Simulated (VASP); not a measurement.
Runs of VASP 6.6.1 on BN (lda). The structure is that of space group F-43m (No. 216), or close to it. The cells are those of the table. 

```tsv
task	cell	k mesh	smearing	gap on the mesh (eV)	pressure (GPa)	relaxed volume (Å³/atom)
relaxation of cell and atoms	relaxed from a = 2.531 Å, angles 60.0°, 2 atoms	10 × 10 × 10	gaussian 0.02 eV	4.38	0.0	5.75
single point	a = 2.557 Å, angles 60.0°, 2 atoms	8 × 8 × 8	gaussian 0.1 eV	4.34	(a)	-
single point	a = 2.531 Å, angles 60.0°, 2 atoms	10 × 10 × 10	gaussian 0.01 eV	4.38	1.0	-
relaxation of cell and atoms	relaxed from a = 2.557 Å, angles 60.0°, 2 atoms	10 × 10 × 10	gaussian 0.1 eV	4.38	-0.1	5.75
single point	a = 2.531 Å, angles 60.0°, 2 atoms	10 × 10 × 10	gaussian 0.02 eV	4.38	1.0	-
```

Alike in all rows: level LDA; potentials or basis VASP PAW LDA potentials, release 64 (B, N); no spin polarisation; cutoff (eV) 600.

Estimate the missing entries.

(a) -10.6.

A k mesh can miss the band edges.
